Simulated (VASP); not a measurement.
# Sb in VASP: further runs

Sb is run at these levels: PBEsol; tasks: single point.

All numbers are computed with VASP 6.6.1; they aren't measurements. Logs are shortened: lines on timing, memory, paths and dates and some standing lists are left out, and cuts for length are marked.

### Step 1. The cell of the first run

It takes space group I4/mmm (No. 139, tetragonal). Conventional cell: a = 3.050 Å, b = 3.050 Å, c = 5.025 Å, α = 90.00°, β = 90.00°, γ = 90.00°. Within 4.0 Å of Sb (site symmetry 4/mmm) lie 12 Sb at 3.05 to 3.31 Å.

### Step 2. Single point, PBEsol (23.37 Å³/atom)

Input file INCAR:

```
PREC = Accurate
ENCUT = 520
EDIFF = 1E-7
ISMEAR = -1
SIGMA = 0.05
LREAL = False
LASPH = True
NELM = 100
ALGO = Normal
ISIF = 2
LWAVE = False
LCHARG = False
GGA = PS
NBANDS = 8
```

Input file KPOINTS:

```
Automatic mesh
0
Gamma
  19 19 19
```

Input file POSCAR:

```
Sb
1.0
   -1.5248049028      1.5248049028      2.5126353215
    1.5248049028     -1.5248049028      2.5126353215
    1.5248049028      1.5248049028     -2.5126353215
Sb
1
Direct
    0.0000000000      0.0000000000      0.0000000000
```

Potentials or basis: VASP PAW PBE potentials, release 64 (Sb).

Launch:

```bash
$ cat potpaw_PBE.64/Sb/POTCAR > POTCAR
$ mpirun -np 1 vasp_std > vasp.out
```

OUTCAR:

```text
PREC = Accurate
   ENCUT = 520
   EDIFF = 1E-7
   ISMEAR = -1
   LREAL = False
   LASPH = True
   NELM = 100
   ISIF = 2
   GGA = PS

 ion  position               nearest neighbor table
   1  0.000  0.000  0.000-

  LATTYP: Found a body centered tetragonal cell.
 ALAT       =     3.0496098056
 C/A-ratio  =     1.6478405315

  Lattice vectors:

 A1 = (  -1.5248049028,   1.5248049028,   2.5126353215)
 A2 = (   1.5248049028,  -1.5248049028,   2.5126353215)
 A3 = (   1.5248049028,   1.5248049028,  -2.5126353215)

Analysis of symmetry for initial positions (statically):
=====================================================================
 Subroutine PRICEL returns:
 Original cell was already a primitive cell.

 Routine SETGRP: Setting up the symmetry group for a
 body centered tetragonal supercell.

 Subroutine GETGRP returns: Found 16 space group operations
 (whereof 16 operations were pure point group operations)
 out of a pool of 16 trial point group operations.

The static configuration has the point symmetry D_4h.

Analysis of symmetry for dynamics (positions and initial velocities):
=====================================================================
 Subroutine PRICEL returns:
 Original cell was already a primitive cell.

 Routine SETGRP: Setting up the symmetry group for a
 body centered tetragonal supercell.

 Subroutine GETGRP returns: Found 16 space group operations
 (whereof 16 operations were pure point group operations)
 out of a pool of 16 trial point group operations.

The dynamic configuration has the point symmetry D_4h.

 Subroutine INISYM returns: Found 16 space group operations
 (whereof 16 operations are pure point group operations),
 and found     1 'primitive' translations

----------------------------------------------------------------------------------------

                                     Primitive cell

  volume of cell :      23.3678

  direct lattice vectors                    reciprocal lattice vectors
    -1.524804903  1.524804903  2.512635321     0.000000000  0.327910803  0.198994257
     1.524804903 -1.524804903  2.512635321     0.327910803  0.000000000  0.198994257
     1.524804903  1.524804903 -2.512635321     0.327910803  0.327910803  0.000000000

  length of vectors
     3.311101968  3.311101968  3.311101968     0.383567737  0.383567737  0.463735905

  position of ions in fractional coordinates (direct lattice)
     0.000000000  0.000000000  0.000000000

  ion indices of the primitive-cell ions
   primitive index   ion index
                 1           1

----------------------------------------------------------------------------------------

 KPOINTS: Automatic mesh

Automatic generation of k-mesh.
 Grid dimensions read from file:
 generate k-points for:   19   19   19

 Generating k-lattice:

  Cartesian coordinates                     Fractional coordinates (reciprocal lattice)
     0.000000000  0.017258463  0.010473382     0.052631579  0.000000000 -0.000000000
     0.017258463  0.000000000  0.010473382     0.000000000  0.052631579 -0.000000000
     0.017258463  0.017258463  0.000000000     0.000000000  0.000000000  0.052631579

  Length of vectors
     0.020187776  0.020187776  0.024407153

  Shift w.r.t. Gamma in fractional coordinates (k-lattice)
     0.000000000  0.000000000  0.000000000

 Subroutine IBZKPT returns following result:
 ===========================================

 Found    550 irreducible k-points:

 Following reciprocal coordinates:
            Coordinates               Weight
  0.000000  0.000000  0.000000      1.000000
  0.052632  0.000000 -0.000000      8.000000
  0.105263  0.000000 -0.000000      8.000000
  0.157895 -0.000000  0.000000      8.000000
  0.210526 -0.000000  0.000000      8.000000
  0.263158 -0.000000  0.000000      8.000000
[... 16 lines left out ...]
 -0.315789  0.052632 -0.000000     16.000000
 -0.263158  0.052632 -0.000000     16.000000
 [... further k-points ...]
   k-points           NKPTS =    550   k-points in BZ     NKDIM =    550   number of bands    NBANDS=      8
   number of dos      NEDOS =    301   number of ions     NIONS =      1
   total plane-waves  NPLWV =  21952
   dimension x,y,z NGX =    28 NGY =   28 NGZ =   28
   dimension x,y,z NGXF=    56 NGYF=   56 NGZF=   56
   ions per type =               1
   NGX,Y,Z   is equivalent  to a cutoff of  14.06, 14.06, 14.06 a.u.
   NGXF,Y,Z  is equivalent  to a cutoff of  28.12, 28.12, 28.12 a.u.
 SYSTEM =  unknown system
   PREC   = accura    normal or accurate (medium, high low for compatibility)
   ISTART =      0    job   : 0-new  1-cont  2-samecut
   ICHARG =      2    charge: 1-file 2-atom 10-const
   ISPIN  =      1    spin polarized calculation?
   LNONCOLLINEAR =      F non collinear calculations
   LSORBIT =      F    spin-orbit coupling
   LASPH  =      T    aspherical Exc in radial PAW
   ENCUT  =  520.0 eV  38.22 Ry    6.18 a.u.   6.16  6.16  6.16*2*pi/ulx,y,z
   NELM   =    100;   NELMIN=  2; NELMDL= -5     # of ELM steps
   EDIFF  = 0.1E-06   stopping-criterion for ELM
   LREAL  =      F    real-space projection
   EDIFFG = 0.1E-05   stopping-criterion for IOM
   NSW    =      0    number of steps for IOM
   IBRION =     -1    ionic relax: 0-MD 1-quasi-New 2-CG
   NFREE  =      0    steps in history (QN), initial steepest desc. (CG)
   ISIF   =      2    stress and relaxation
   ISYM   =      2    0-nonsym 1-usesym 2-fastsym
   POTIM  = 0.5000    time-step for ionic-motion
   TEBEG  =    0.0;   TEEND  =   0.0 temperature during run
   PSTRESS=    0.0 pullay stress
   NELECT =       5.0000    total number of electrons
   NUPDOWN=      -1.0000    fix difference up-down
   EMIN   =  10.00;   EMAX   =-10.00  energy-range for DOS
   EFERMI =   0.00;   METHOD = LEGACY
   ISMEAR =    -1;   SIGMA  =   0.05  broadening in eV -4-tet -1-fermi 0-gaus
   EFERMI_NEDOS =   21; number of points for ismear=-14 and -15
   IALGO  =     38    algorithm
   IMIX   =      4    mixing-type and parameters
     AMIX     =   0.40;   BMIX     =  1.00
     AMIX_MAG =   1.60;   BMIX_MAG =  1.00
  volume/ion in A,a.u.               =      23.37       157.69
  Fermi-wavevector in a.u.,A,eV,Ry     =   0.979172  1.850366 13.044955  0.958777
  Thomas-Fermi vector in A             =   2.110004
   LORBIT       =      0    0 simple, 1 ext, 2 COOP (PROOUT), +10 PAW based schemes
   GGA     = PS    functional components
   LHFCALC =     F    Hartree Fock is set to
   AEXX    =    0.0000 exact exchange contribution
   IVDW    =     0    specifies the selected vdW correction
   LEPSILON=     F    determine dielectric tensor
   LRPA    =     F    only Hartree local field effects (RPA)
 non-spin polarized calculation
  energy-cutoff  :      520.00
  volume of cell :       23.37
 maximum number of plane-waves:       645
 NGX is ok and might be reduce to    28
   NGX = 13   NGY = 13   NGZ = 13

 number of electron       5.0000000 magnetization

 Free energy of the ion-electron system (eV)
  ---------------------------------------------------
  ext. energy  EPLUGINS =         0.00000000
  ---------------------------------------------------
  free energy    TOTEN  =        -4.22630753 eV

  energy without entropy =       -4.22157036  energy(sigma->0) =       -4.22393895

 E-fermi :  10.3926     XC(G=0): -10.9520

 val. band max:       10.3888574973   @ k =  -0.2105  -0.3684   0.1579
 cond. band min:      10.3929555736   @ k =  -0.2632   0.2632   0.0526
 fundamental gap:      0.0040980764
 Fermi energy:        10.3925724091

 k-point     1 :       0.0000    0.0000    0.0000
  band No.  band energies     occupation
      1      -3.8083      2.00000
      2      16.4916      0.00000
      3      16.8023      0.00000
      4      16.8023      0.00000
      5      20.3670      0.00000
      6      20.8375      0.00000
      7      21.3914      0.00000
      8      21.3914      0.00000

 k-point     2 :       0.0526    0.0000   -0.0000
  band No.  band energies     occupation
      1      -3.7452      2.00000
      2      16.0253      0.00000
      3      16.4124      0.00000
      4      16.7666      0.00000
      5      20.0821      0.00000
      6      20.7219      0.00000
      7      21.5105      0.00000
      8      21.7382      0.00000

 k-point     3 :       0.1053    0.0000   -0.0000
  band No.  band energies     occupation
      1      -3.5557      2.00000
      2      14.5371      0.00000
      3      15.9344      0.00000
      4      16.6743      0.00000
      5      19.5747      0.00000
      6      20.6425      0.00000
      7      21.8471      0.00000
      8      21.8518      0.00000

 k-point     4 :       0.1579   -0.0000    0.0000
  band No.  band energies     occupation
      1      -3.2405      2.00000
      2      12.7627      0.00000
      3      15.3560      0.00000
      4      16.5574      0.00000
      5      19.1113      0.00000
      6      20.3049      0.00000
      7      22.3423      0.00000
      8      22.5534      0.00000

 k-point     5 :       0.2105   -0.0000    0.0000
  band No.  band energies     occupation
      1      -2.8006      2.00000
      2      10.9505      0.00003
      3      14.7602      0.00000
      4      16.4465      0.00000
      5      18.6625      0.00000
      6      20.0714      0.00000
      7      22.8397      0.00000
      8      23.4286      0.00000
[... 177 lines left out ...]
 k-point    22 :      -0.3684    0.0526    0.0000
  band No.  band energies     occupation
      1      -0.9414      2.00000
      2       6.4387      2.00000
      3      13.2183      0.00000
      4      15.9955      0.00000
      5      17.9417      0.00000
      6      20.1013      0.00000
      7      21.5375      0.00000
      8      23.1538      0.00000

 k-point    23 :      -0.3158    0.0526   -0.0000
  band No.  band energies     occupation
      1      -1.6942      2.00000
      2       8.0050      2.00000
      3      13.5898      0.00000
      4      16.0819      0.00000
      5      18.2331      0.00000
      6      20.4202      0.00000
      7      21.6636      0.00000
      8      23.4031      0.00000

 k-point    24 :      -0.2632    0.0526   -0.0000
  band No.  band energies     occupation
      1      -2.3418      2.00000
      2       9.6932      2.00000
      3      14.0584      0.00000
      4      16.1835      0.00000
      5      18.5702      0.00000
      6      20.6197      0.00000
      7      22.0805      0.00000
      8      22.7637      0.00000

 [... further k-points ...]
[... 5 lines left out ...]
  --------------------------------------------------------------------------------------
  -------------------------------------------------------------------------------------
  Total        1.6050780      1.6050780      1.4025376      0.0000000     -0.0000000      0.0000000
  in kB      110.0496633    110.0496633     96.1627968      0.0000000     -0.0000000      0.0000000
  external PRESSURE =     105.4207078 kB  Pullay stress =       0.0000000 kB

 VOLUME and BASIS-vectors are now :
 -----------------------------------------------------------------------------
  energy-cutoff  :      520.00
  volume of cell :       23.37
      direct lattice vectors                 reciprocal lattice vectors
    -1.524804903  1.524804903  2.512635321     0.000000000  0.327910803  0.198994257
     1.524804903 -1.524804903  2.512635321     0.327910803  0.000000000  0.198994257
     1.524804903  1.524804903 -2.512635321     0.327910803  0.327910803  0.000000000

 POSITION                                       TOTAL-FORCE (eV/Angst)
 -----------------------------------------------------------------------------------
      0.00000      0.00000      0.00000         0.000000      0.000000      0.000000
 -----------------------------------------------------------------------------------
    total drift:                                0.000000      0.000000      0.000000

  FREE ENERGIE OF THE ION-ELECTRON SYSTEM (eV)
  ---------------------------------------------------
  free  energy   TOTEN  =        -4.2263075344 eV

  energy  without entropy=       -4.2215703581  energy(sigma->0) =       -4.22393895
```

Run time: 2.5 min. Hardware: 1 thread of Intel Xeon 8259CL, shared host; peak memory 0.24 GiB.

Results:

```yaml
Free_energy: -4.2263 eV
Pressure: 10.5 GPa
Band_gap_on_the_k_mesh: zero (an odd number of electrons rules out a gap without spin polarisation)
```

Stress tensor (GPa, compression positive):
```
11.00  0.00  0.00
 0.00 11.00  0.00
 0.00  0.00  9.62
```

Caveat: the cell stands under pressure; the PAW data sets were made with another functional, which shifts forces and pressure a little; spin-orbit coupling is left out, which moves the levels of the heavy elements.

(Continued in part 2 of 3.)
